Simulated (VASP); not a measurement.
# NiBiCl3 (Pm-3m) in VASP: a series of runs

The runs below take NiBiCl3 through single point, with PBE.

Everything below comes from runs of VASP 6.6.1. Logs are shortened: lines on timing, memory, paths and dates and some standing lists are left out, and cuts for length are marked.

### 1 The cell of the first run

Symmetry: Pm-3m, No. 221, cubic system. The conventional cell has a = 5.491 Å, b = 5.491 Å, c = 5.491 Å, α = 90.00°, β = 90.00°, γ = 90.00°. Within 5.1 Å of Ni (site symmetry m-3m) lie 12 Cl at 3.88 Å and 8 Bi at 4.76 Å. Bi (site symmetry m-3m) has 6 Cl at 2.75 Å within 3.6 Å. Within 3.6 Å of Cl (site symmetry 4/mmm) lie 2 Bi at 2.75 Å.

### 2 Single point, PBE, collinear spin, ferromagnetic start

INCAR reads:

```
SYSTEM = NiBiCl3
ALGO = Normal
EDIFF = 1E-7
ENCUT = 520
GGA = PE
ISIF = 2
ISMEAR = 0
ISPIN = 2
LASPH = .True.
LCHARG = .True.
LELF = .True.
LMAXMIX = 4
LORBIT = 11
LREAL = .False.
LVHAR = .True.
LWAVE = .False.
MAGMOM = 1.94 0 0 0 0
NBANDS = 35
NELM = 150
PREC = Accurate
SIGMA = 0.1
```

KPOINTS reads:

```
k-points
0
Gamma
  8 8 8
  0 0 0
```

POSCAR reads:

```
NiBiCl3
1.0
    5.4910198491      0.0000000000      0.0000000000
    0.0000000000      5.4910198491      0.0000000000
    0.0000000000      0.0000000000      5.4910198491
Ni Bi Cl
1 1 3
Direct
    0.5000000000      0.5000000000      0.5000000000
    0.0000000000      0.0000000000      0.0000000000
    0.5000000000      0.0000000000      0.0000000000
    0.0000000000      0.5000000000      0.0000000000
    0.0000000000      0.0000000000      0.5000000000
```

Potentials or basis: VASP PAW PBE potentials, release 64 (Ni, Bi_d, Cl).

On the command line:

```
cat potpaw_PBE.64/Ni/POTCAR potpaw_PBE.64/Bi_d/POTCAR potpaw_PBE.64/Cl/POTCAR > POTCAR
mpirun -np 1 vasp_std > vasp.out
```

OUTCAR:

```text
SYSTEM = NiBiCl3
   EDIFF = 1E-7
   ENCUT = 520
   GGA = PE
   ISIF = 2
   ISMEAR = 0
   ISPIN = 2
   LASPH = .True.
   LORBIT = 11
   LREAL = .False.
   NELM = 150
   PREC = Accurate

 ion  position               nearest neighbor table
   1  0.500  0.500  0.500-
   2  0.000  0.000  0.000-   3 2.75   4 2.75   5 2.75   5 2.75   4 2.75   3 2.75
   3  0.500  0.000  0.000-   2 2.75   2 2.75
   4  0.000  0.500  0.000-   2 2.75   2 2.75
   5  0.000  0.000  0.500-   2 2.75   2 2.75

  LATTYP: Found a simple cubic cell.
 ALAT       =     5.4910198491

  Lattice vectors:

 A1 = (   5.4910198491,   0.0000000000,   0.0000000000)
 A2 = (   0.0000000000,   5.4910198491,   0.0000000000)
 A3 = (   0.0000000000,   0.0000000000,   5.4910198491)

Analysis of symmetry for initial positions (statically):
=====================================================================
 Subroutine PRICEL returns:
 Original cell was already a primitive cell.

 Routine SETGRP: Setting up the symmetry group for a
 simple cubic supercell.

 Subroutine GETGRP returns: Found 48 space group operations
 (whereof 48 operations were pure point group operations)
 out of a pool of 48 trial point group operations.

The static configuration has the point symmetry O_h .

Analysis of symmetry for dynamics (positions and initial velocities):
=====================================================================
 Subroutine PRICEL returns:
 Original cell was already a primitive cell.

 Routine SETGRP: Setting up the symmetry group for a
 simple cubic supercell.

 Subroutine GETGRP returns: Found 48 space group operations
 (whereof 48 operations were pure point group operations)
 out of a pool of 48 trial point group operations.

The dynamic configuration has the point symmetry O_h .

Analysis of structural, dynamic, and magnetic symmetry:
=====================================================================
 Subroutine PRICEL returns:
 Original cell was already a primitive cell.

 Routine SETGRP: Setting up the symmetry group for a
 simple cubic supercell.

 Subroutine GETGRP returns: Found 48 space group operations
 (whereof 48 operations were pure point group operations)
 out of a pool of 48 trial point group operations.

The overall configuration has the point symmetry O_h .

 Subroutine INISYM returns: Found 48 space group operations
 (whereof 48 operations are pure point group operations),
 and found     1 'primitive' translations

----------------------------------------------------------------------------------------
[... 131 lines left out ...]
 Gauss-broadening in eV      SIGMA  =   0.10
  energy-cutoff  :      520.00
  volume of cell :      165.56
 maximum number of plane-waves:      4492
 NGX is ok and might be reduce to    42
   NGX = 21   NGY = 21   NGZ = 21

 number of electron      45.9999984 magnetization       2.1131236

 Free energy of the ion-electron system (eV)
  ---------------------------------------------------
  ext. energy  EPLUGINS =         0.00000000
  ---------------------------------------------------
  free energy    TOTEN  =       -14.08092529 eV

  energy without entropy =      -13.98949465  energy(sigma->0) =      -14.03520997

 E-fermi :   2.1923     XC(G=0):  -7.7530

 val. band max:        2.1895920427   @ k =   0.5000   0.5000   0.5000
 cond. band min:       2.1944772026   @ k =   0.5000   0.0000   0.0000
 fundamental gap:      0.0048851599
 Fermi energy:         2.1922623004

 spin component 1

 k-point     1 :       0.0000    0.0000    0.0000
  band No.  band energies     occupation
      1     -22.3097      1.00000
      2     -22.3097      1.00000
      3     -22.2631      1.00000
      4     -22.2631      1.00000
      5     -22.2631      1.00000
      6     -14.3961      1.00000
[... 901 lines left out ...]
     34      10.1817      0.00000
     35      10.6518      0.00000

 [... further k-points ...]

 spin component 2

 k-point     1 :       0.0000    0.0000    0.0000
  band No.  band energies     occupation
      1     -22.3056      1.00000
      2     -22.3056      1.00000
      3     -22.2594      1.00000
      4     -22.2594      1.00000
      5     -22.2594      1.00000
      6     -14.3756      1.00000
[... 901 lines left out ...]
     34      10.2453      0.00000
     35      10.6909      0.00000

 [... further k-points ...]

------------------------ aborting loop because EDIFF is reached ----------------------------------------

  FORCE on cell =-STRESS in cart. coord.  units (eV):
  Direction    XX          YY          ZZ          XY          YZ          ZX
  --------------------------------------------------------------------------------------
  -------------------------------------------------------------------------------------
  Total       -0.0442740     -0.0442740     -0.0442740      0.0000000      0.0000000      0.0000000
  in kB       -0.4284502     -0.4284502     -0.4284502      0.0000000      0.0000000      0.0000000
  external PRESSURE =      -0.4284502 kB  Pullay stress =       0.0000000 kB

 VOLUME and BASIS-vectors are now :
 -----------------------------------------------------------------------------
  energy-cutoff  :      520.00
  volume of cell :      165.56
      direct lattice vectors                 reciprocal lattice vectors
     5.491019849  0.000000000  0.000000000     0.182115532  0.000000000  0.000000000
     0.000000000  5.491019849  0.000000000     0.000000000  0.182115532  0.000000000
     0.000000000  0.000000000  5.491019849     0.000000000  0.000000000  0.182115532

 POSITION                                       TOTAL-FORCE (eV/Angst)
 -----------------------------------------------------------------------------------
      2.74551      2.74551      2.74551         0.000000      0.000000      0.000000
      0.00000      0.00000      0.00000         0.000000      0.000000      0.000000
      2.74551      0.00000      0.00000         0.000000      0.000000      0.000000
      0.00000      2.74551      0.00000         0.000000      0.000000      0.000000
      0.00000      0.00000      2.74551         0.000000      0.000000      0.000000
 -----------------------------------------------------------------------------------
    total drift:                                0.000000      0.000000     -0.000000

  FREE ENERGIE OF THE ION-ELECTRON SYSTEM (eV)
  ---------------------------------------------------
  free  energy   TOTEN  =       -14.0809252908 eV

  energy  without entropy=      -13.9894946460  energy(sigma->0) =      -14.03520997

 total charge

# of ion       s       p       d       tot
------------------------------------------
    1        0.369   0.009   8.327   8.705
    2        1.646   0.877   9.974  12.497
    3        1.608   3.489   0.000   5.097
    4        1.608   3.489   0.000   5.097
    5        1.608   3.489   0.000   5.097
--------------------------------------------------
tot          6.838  11.353  18.302  36.492

 magnetization (x)

# of ion       s       p       d       tot
------------------------------------------
    1        0.349   0.002   1.132   1.483
    2        0.000   0.015  -0.000   0.015
    3        0.002   0.016   0.000   0.018
    4        0.002   0.016   0.000   0.018
    5        0.002   0.016   0.000   0.018
--------------------------------------------------
tot          0.354   0.066   1.132   1.552
```

OSZICAR:

```text
N       E                     dE             d eps       ncg     rms          rms(c)
DAV:   1     0.429425390497E+03    0.42943E+03   -0.19737E+04  4900   0.123E+03
DAV:   2     0.439581171468E+02   -0.38547E+03   -0.35920E+03  5254   0.323E+02
[... 14 lines left out ...]
DAV:  17    -0.140809125147E+02   -0.54204E-03   -0.71476E-04  4948   0.173E-01    0.339E-02
DAV:  18    -0.140809260404E+02   -0.13526E-04   -0.49231E-05  5397   0.419E-02    0.575E-02
DAV:  19    -0.140809245991E+02    0.14413E-05   -0.21425E-05  5298   0.234E-02    0.717E-03
DAV:  20    -0.140809257351E+02   -0.11359E-05   -0.23954E-06  4945   0.834E-03    0.138E-02
DAV:  21    -0.140809253900E+02    0.34505E-06   -0.11521E-06  4512   0.608E-03    0.358E-03
DAV:  22    -0.140809252908E+02    0.99264E-07   -0.60455E-08  4530   0.142E-03
   1 F= -.14080925E+02 E0= -.14035210E+02  d E =-.914306E-01  mag=     2.1132
```

Run time: 14 min. Hardware: 1 thread of AMD EPYC 7R43 (Zen 3), shared host; peak memory 0.46 GiB.

What came out:

- Free energy: -14.0809 eV
- Pressure: 0.0 GPa
- Net moment: 2.11 μB per cell
- Site moments: Ni +1.48; Bi +0.01; Cl +0.02 μB
- Valence electrons inside the program's atomic spheres: Ni 8.71; Bi 12.50; Cl 5.10

Levels at points of the mesh, in eV from the Fermi level:
Spin up:
| k point | band 20 | band 21 | band 22 | band 23 | band 24 | band 25 | band 26 | band 27 | band 28 | band 29 |
| --- | --- | --- | --- | --- | --- | --- | --- | --- | --- | --- |
| (0.00, 0.00, 0.00) | -1.65 | -1.65 | -1.23 | -1.23 | -0.87 | 4.06 | 4.06 | 4.06 | 5.27 | 5.27 |
| (0.50, 0.00, 0.00) | -1.61 | -1.60 | -1.20 | -1.18 | -0.11 | 0.59 | 3.00 | 3.56 | 3.56 | 4.52 |
| (0.50, 0.50, 0.00) | -1.60 | -1.60 | -1.19 | -1.17 | 0.03 | 0.09 | 0.09 | 3.11 | 3.87 | 3.87 |
| (0.50, 0.50, 0.50) | -1.66 | -1.66 | -1.19 | -1.19 | -0.48 | -0.43 | -0.43 | -0.43 | 4.66 | 4.66 |
Spin down:
| k point | band 19 | band 20 | band 21 | band 22 | band 23 | band 24 | band 25 | band 26 | band 27 | band 28 |
| --- | --- | --- | --- | --- | --- | --- | --- | --- | --- | --- |
| (0.00, 0.00, 0.00) | -0.44 | -0.44 | -0.04 | -0.04 | -0.04 | 0.08 | 4.08 | 4.08 | 4.08 | 5.66 |
| (0.50, 0.00, 0.00) | -0.41 | -0.40 | -0.03 | 0.00 | 0.00 | 0.53 | 0.98 | 3.53 | 3.57 | 3.57 |
| (0.50, 0.50, 0.00) | -0.41 | -0.39 | -0.03 | 0.00 | 0.00 | 0.11 | 0.11 | 1.08 | 3.12 | 4.50 |
| (0.50, 0.50, 0.50) | -0.46 | -0.46 | -0.46 | -0.40 | -0.40 | 0.00 | 0.00 | 0.00 | 0.59 | 5.43 |

Caveat: spin-orbit coupling is left out, which moves the levels of the heavy elements; a cell with one magnetic atom can't hold antiferromagnetic order, which such compounds often take; semilocal functionals often make such compounds metallic where correlation or magnetic order opens a gap, which also shifts bond lengths. With open d or f shells a metallic result of PBE can be an artefact of self-interaction; +U or a hybrid may open a gap.

### 3 Single point, PBE, collinear spin, ferromagnetic start

INCAR reads:

```
SYSTEM = NiBiCl3
  PREC = Accurate
  ENCUT = 520
  EDIFF = 1E-6
  ISMEAR = 0
  SIGMA = 0.1
  LREAL = .FALSE.
  LASPH = .TRUE.
  NELM = 150
  ALGO = Normal
  ISIF = 2
  LWAVE = .FALSE.
  LCHARG = .FALSE.
  ISPIN = 2
  MAGMOM = 2 0 0 0 0
  LORBIT = 11
  LMAXMIX = 4
  GGA = PE
  NBANDS = 35
```

KPOINTS reads:

```
regular mesh
0
G
  4 4 4
  0 0 0
```

POSCAR is that of step 2.

Potentials or basis: VASP PAW PBE potentials, release 64 (Ni, Bi_d, Cl).

On the command line:

```
cat potpaw_PBE.64/Ni/POTCAR potpaw_PBE.64/Bi_d/POTCAR potpaw_PBE.64/Cl/POTCAR > POTCAR
mpirun -np 1 vasp_std > vasp.out
```

OUTCAR:

```text
SYSTEM = NiBiCl3
   PREC = Accurate
   ENCUT = 520
   EDIFF = 1E-6
   ISMEAR = 0
   LREAL = .FALSE.
   LASPH = .TRUE.
   NELM = 150
   ISIF = 2
   ISPIN = 2
   LORBIT = 11
   GGA = PE

 ion  position               nearest neighbor table
   1  0.500  0.500  0.500-
   2  0.000  0.000  0.000-   3 2.75   4 2.75   5 2.75   5 2.75   4 2.75   3 2.75
   3  0.500  0.000  0.000-   2 2.75   2 2.75
   4  0.000  0.500  0.000-   2 2.75   2 2.75
   5  0.000  0.000  0.500-   2 2.75   2 2.75

  LATTYP: Found a simple cubic cell.
 ALAT       =     5.4910198491

  Lattice vectors:

 A1 = (   5.4910198491,   0.0000000000,   0.0000000000)
 A2 = (   0.0000000000,   5.4910198491,   0.0000000000)
 A3 = (   0.0000000000,   0.0000000000,   5.4910198491)

Analysis of symmetry for initial positions (statically):
=====================================================================
 Subroutine PRICEL returns:
 Original cell was already a primitive cell.

 Routine SETGRP: Setting up the symmetry group for a
 simple cubic supercell.

[... 949 lines left out ...]
  -------------------------------------------------------------------------------------
  Total        0.1246096      0.1246096      0.1246096      0.0000000     -0.0000000      0.0000000
  in kB        1.2058766      1.2058766      1.2058766      0.0000000     -0.0000000      0.0000000
  external PRESSURE =       1.2058766 kB  Pullay stress =       0.0000000 kB

 VOLUME and BASIS-vectors are now :
 -----------------------------------------------------------------------------
  energy-cutoff  :      520.00
  volume of cell :      165.56
      direct lattice vectors                 reciprocal lattice vectors
     5.491019849  0.000000000  0.000000000     0.182115532  0.000000000  0.000000000
     0.000000000  5.491019849  0.000000000     0.000000000  0.182115532  0.000000000
     0.000000000  0.000000000  5.491019849     0.000000000  0.000000000  0.182115532

 POSITION                                       TOTAL-FORCE (eV/Angst)
 -----------------------------------------------------------------------------------
      2.74551      2.74551      2.74551         0.000000      0.000000      0.000000
      0.00000      0.00000      0.00000         0.000000      0.000000      0.000000
      2.74551      0.00000      0.00000         0.000000      0.000000      0.000000
      0.00000      2.74551      0.00000         0.000000      0.000000      0.000000
      0.00000      0.00000      2.74551         0.000000      0.000000      0.000000
 -----------------------------------------------------------------------------------
    total drift:                                0.000000      0.000000     -0.000000

  FREE ENERGIE OF THE ION-ELECTRON SYSTEM (eV)
  ---------------------------------------------------
  free  energy   TOTEN  =       -14.0749952879 eV

  energy  without entropy=      -13.9797374294  energy(sigma->0) =      -14.02736636

 total charge

# of ion       s       p       d       tot
------------------------------------------
    1        0.342   0.009   8.350   8.701
    2        1.649   0.881   9.975  12.505
    3        1.608   3.490   0.000   5.098
    4        1.608   3.490   0.000   5.098
    5        1.608   3.490   0.000   5.098
--------------------------------------------------
tot          6.814  11.361  18.325  36.501

 magnetization (x)

# of ion       s       p       d       tot
------------------------------------------
    1        0.319   0.002   1.112   1.432
    2        0.000   0.042   0.000   0.043
    3        0.002   0.013   0.000   0.015
    4        0.002   0.013   0.000   0.015
    5        0.002   0.013   0.000   0.015
--------------------------------------------------
tot          0.326   0.083   1.112   1.520
```

OSZICAR:

```text
N       E                     dE             d eps       ncg     rms          rms(c)
DAV:   1     0.424426748321E+03    0.42443E+03   -0.20108E+04  1400   0.125E+03
DAV:   2     0.429329717422E+02   -0.38149E+03   -0.35482E+03  1505   0.320E+02
DAV:   3    -0.131296781793E+02   -0.56063E+02   -0.54507E+02  1743   0.134E+02
[... 14 lines left out ...]
DAV:  18    -0.140749699338E+02    0.10427E-03   -0.81206E-04  1603   0.111E-01    0.475E-02
DAV:  19    -0.140750007318E+02   -0.30798E-04   -0.56510E-05  1391   0.507E-02    0.807E-02
DAV:  20    -0.140749900011E+02    0.10731E-04   -0.16484E-05  1444   0.194E-02    0.995E-03
DAV:  21    -0.140749960839E+02   -0.60828E-05   -0.41886E-06  1280   0.156E-02    0.225E-02
DAV:  22    -0.140749952879E+02    0.79597E-06   -0.21084E-06  1107   0.845E-03
   1 F= -.14074995E+02 E0= -.14027366E+02  d E =-.952579E-01  mag=     2.0574
```

It took 5.5 min on 1 thread of AMD EPYC 7R43 (Zen 3), shared host; peak memory 0.32 GiB.

Results:

```
Free energy                                           : -14.0750 eV
Pressure                                              : 0.1 GPa
Net moment                                            : 2.06 μB per cell
Site moments                                          : Ni +1.43; Bi +0.04; Cl +0.01 μB
Valence electrons inside the program's atomic spheres : Ni 8.70; Bi 12.51; Cl 5.10
```

Caveat: spin-orbit coupling is left out, which moves the levels of the heavy elements; a cell with one magnetic atom can't hold antiferromagnetic order, which such compounds often take; semilocal functionals often make such compounds metallic where correlation or magnetic order opens a gap, which also shifts bond lengths. With open d or f shells a metallic result of PBE can be an artefact of self-interaction; +U or a hybrid may open a gap.
